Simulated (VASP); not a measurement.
A run of VASP 6.6.1 is set up as follows.

File INCAR:

```
SYSTEM = KBr
  PREC = Accurate
  ENCUT = 500
  EDIFF = 1E-6
  ISMEAR = 0
  SIGMA = 0.01
  LREAL = .FALSE.
  LASPH = .TRUE.
  NELM = 120
  ALGO = Normal
  ISIF = 2
  LWAVE = .FALSE.
  LCHARG = .FALSE.
  GGA = PS
  NBANDS = 15
  GGA_COMPAT = .FALSE.
```

The input KPOINTS:

```
Automatic mesh
0
G
  4 4 4
  0 0 0
```

Contents of POSCAR:

```
KBr
1.0
    0.0000000000      3.6882992926      3.6882992926
    3.6882992926      0.0000000000      3.6882992926
    3.6882992926      3.6882992926      0.0000000000
K Br
1 1
Direct
    0.0000000000      0.0000000000      0.0000000000
    0.2500000000      0.2500000000      0.2500000000
```

Potentials or basis: VASP PAW PBE potentials, release 64 (K_sv, Br).

Command:

```console
$ cat potpaw_PBE.64/K_sv/POTCAR potpaw_PBE.64/Br/POTCAR > POTCAR
$ mpirun -np 1 vasp_std > vasp.out
```

Problem. Estimate the pressure.

Solution. -0.2 GPa.

Problem. What does it give for the band gap on the k mesh?

Solution. 4.29 eV, indirect (least direct gap 4.31 eV).

Caveat: the PAW data sets were made with another functional, which shifts forces and pressure a little. Expect the measured gap to be larger: semilocal functionals such as PBEsol lack the derivative discontinuity.
